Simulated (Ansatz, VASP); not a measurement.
## TiSi2 in VASP and in Ansatz

```xyz
6
Lattice="0.0838 4.1606 4.3027 2.4291 0.0665 4.2854 2.4277 4.1419 0.0650" Properties=species:S:1:pos:R:3 pbc="T T T"
Ti    3.7054    6.2767    6.4898
Ti    2.4703    4.1845    4.3265
Si    1.2214    0.7168    2.1495
Si    1.2489    3.4677    2.1770
Si    2.4429    1.4419    4.2991
Si    2.4977    6.9271    4.3540
```

Change from the starting cell: equal xy, yz and zx shear strains of +2 %, crystal datasets.

Alike in both runs: task electric field gradients; functional PBE; k mesh 8 × 8 × 8; occupations fermi-dirac, width 0.08 eV; no spin polarisation.

|  | VASP | Ansatz |
| --- | --- | --- |
| version | VASP 6.6.1 | Ansatz 0.2.0 |
| potentials or method | VASP PAW PBE potentials, release 64 (Ti_sv, Si), cutoff 520 eV | all-electron PAW with datasets made for the crystal, scalar-relativistic |

Ansatz gave:

```
pressure (GPa)                                                : 2.5
traceless stress, the component that is largest in VASP (GPa) : -3.13
rms of the force components (eV/Å)                            : 0.127
size of Vzz on the site where it differs most (V/Å²)          : 14.5
```

Question: Which values does VASP return?

Answer: Pressure (GPa): 2.5; traceless stress, the component that is largest in VASP (GPa): -3.13; rms of the force components (eV/Å): 0.127; size of Vzz on the site where it differs most (V/Å²): 13.6.

Atom by atom the forces differ by 0.000 eV/Å (rms over components). Ansatz ran all-electron here, and VASP with PAW potentials.
